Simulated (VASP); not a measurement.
Pt, 1 atom in the cell. It takes space group Fm-3m (No. 225, cubic). The conventional cell has a = 3.911 Å, b = 3.911 Å, c = 3.911 Å, α = 90.00°, β = 90.00°, γ = 90.00°. Pt (site symmetry m-3m) has 12 Pt at 2.77 Å within 3.6 Å. 

```yaml
Program: VASP 6.6.1
Task: single point
Functional: r2SCAN
Potentials_or_basis: VASP PAW PBE potentials, release 64 (Pt)
Cutoff: 550 eV
k_mesh: 12 × 12 × 12
Occupations: fermi-dirac, width 0.1 eV
Spin: no spin polarisation
Dipole_correction: no
Further_INCAR_settings: ALGO = Normal; EDIFF = 1e-06; NBANDS = 11
```

Potentials or basis: VASP PAW PBE potentials, release 64 (Pt).

Command:

```console
$ cat potpaw_PBE.64/Pt/POTCAR > POTCAR
$ cp INCAR.step1 INCAR
$ mpirun -np 1 vasp_std > vasp.out
$ cp INCAR.step2 INCAR
$ mpirun -np 1 vasp_std > vasp.out
```

Hardware: 1 thread of Intel(R) Xeon(R) Platinum 8375C CPU @ 2.90GHz (Ice Lake) (shared host).

**Question.** Estimate the wall time of this run.

**Answer.** Wall time 31 s on 1 thread of Intel(R) Xeon(R) Platinum 8375C CPU @ 2.90GHz (Ice Lake), with other jobs on the host, peak memory 0.15 GiB. Counts: k points 72.
